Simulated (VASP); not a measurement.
Crystal: MgB2.

```
CELL_PARAMETERS angstrom
3.14551 0.00000 0.00000
-1.57275 2.72409 0.00000
0.00000 0.00000 3.59210
ATOMIC_POSITIONS crystal
Mg 0.00000 0.00000 0.00000
B 0.66667 0.33333 0.50000
B 0.33333 0.66667 0.50000
```

Base run:

- Program: VASP 6.6.1
- Functional: revPBE
- Potentials or basis: VASP PAW PBE potentials, release 64 (Mg, B)
- Cutoff: 520 eV
- k mesh: 10 × 10 × 8
- Occupations: fermi-dirac, width 0.05 eV
- Spin: no spin polarisation

Its results: band gap on the k mesh zero (band 4 reaches 6.05 eV, above the bottom of band 5 at 3.70 eV); pressure -6.6 GPa.

After a change of settings the same cell gave: band gap on the k mesh zero (band 4 reaches 5.96 eV, above the bottom of band 5 at 3.60 eV); pressure -9.0 GPa. Which change was it?
A. functional from revPBE to r2SCAN; further incar settings from ALGO = Normal; EDIFF = 1e-06; NBANDS = 11 to ALGO = Normal; EDIFF = 1e-07; NBANDS = 11
B. functional from revPBE to PBEsol; further incar settings from ALGO = Normal; EDIFF = 1e-06; NBANDS = 11 to ALGO = Normal; EDIFF = 1e-07; NBANDS = 11
C. functional from revPBE to LDA; potentials or basis from VASP PAW PBE potentials, release 64 (Mg, B) to VASP PAW LDA potentials, release 64 (Mg, B)
D. functional from revPBE to PBE

D.

PBE binds more tightly than revPBE, so the same cell stands under less pressure.

Caveats: the PAW data sets were made with another functional, which shifts forces and pressure a little (some runs).
